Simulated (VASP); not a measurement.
BeTe, 2 atoms in the cell. Symmetry: F-43m, No. 216, cubic system. Conventional cell: a = 5.429 Å, b = 5.429 Å, c = 5.429 Å, α = 90.00°, β = 90.00°, γ = 90.00°. Be (site symmetry -43m) has 4 Te at 2.35 Å within 3.1 Å. Within 3.1 Å of Te (site symmetry -43m) lie 4 Be at 2.35 Å. 

```yaml
Program: VASP 6.6.1
Task: single point
Functional: PBEsol
Potentials_or_basis: VASP PAW PBE potentials, release 64 (Be, Te)
Cutoff: 520 eV
k_mesh: 8 × 8 × 8
Occupations: gaussian, width 0.01 eV
Spin: non-collinear spin, zero start, spin-orbit coupling
Starting_moments: "[[0.0, 0.0, 0.0], [0.0, 0.0, 0.0]] μB"
Dipole_correction: no
Further_INCAR_settings: ALGO = Normal; EDIFF = 1e-06; NBANDS = 20
```

Potentials or basis: VASP PAW PBE potentials, release 64 (Be, Te).

Run with:

```bash
$ cat potpaw_PBE.64/Be/POTCAR potpaw_PBE.64/Te/POTCAR > POTCAR
$ mpirun -np 1 vasp_ncl > vasp.out
```

Hardware: 1 thread of Intel Xeon 8259CL, on a shared host.

Q: Estimate the wall time of this run.

A: It took 2.6 min on 1 thread of Intel Xeon 8259CL, with other jobs on the host, peak memory 0.3 GiB. Counts: scf iterations 13, k points 43.
